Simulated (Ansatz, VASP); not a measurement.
SnO: VASP beside Ansatz

```xyz
4
Lattice="3.4263 0.0000 0.0000 0.0000 5.9725 0.0000 0.0000 0.0000 4.1500" Properties=species:S:1:pos:R:3 pbc="T T T"
Sn    0.0000    1.2942    2.0807
Sn    1.7132    4.6783    0.0057
O     0.0000    5.4255    3.1069
O     1.7132    0.5470    1.0319
```

Change from the starting cell: hydrostatic strain +3.7%.

Alike in both runs: task single point; functional PBE; k mesh 8 × 4 × 6; occupations fermi-dirac, width 0.02 eV; no spin polarisation.

|  | VASP | Ansatz |
| --- | --- | --- |
| version | VASP 6.6.1 | Ansatz 0.2.0 |
| potentials or method | VASP PAW PBE potentials, release 64 (Sn_d, O_h) | plane waves, PAW |
| plane-wave cutoff (eV) | 1340 | 420 |
| valence electrons in the cell | 40 | 40 |

|  | VASP | Ansatz | Ansatz less VASP |
| --- | --- | --- | --- |
| gap on the k mesh at the Fermi level (eV) | 1.70 | 1.71 | +0.009 |
| pressure (GPa) | 2.3 | 2.2 | -0.16 |
| traceless stress, the component that is largest in VASP (GPa) | -0.91 | -0.95 | -0.035 |
| rms of the force components (eV/Å) | 0.242 | 0.210 | -0.0320 |

Atom by atom the forces differ by 0.033 eV/Å (rms over components). The functional is the same, so the differences come from potentials, cutoffs and numerics.
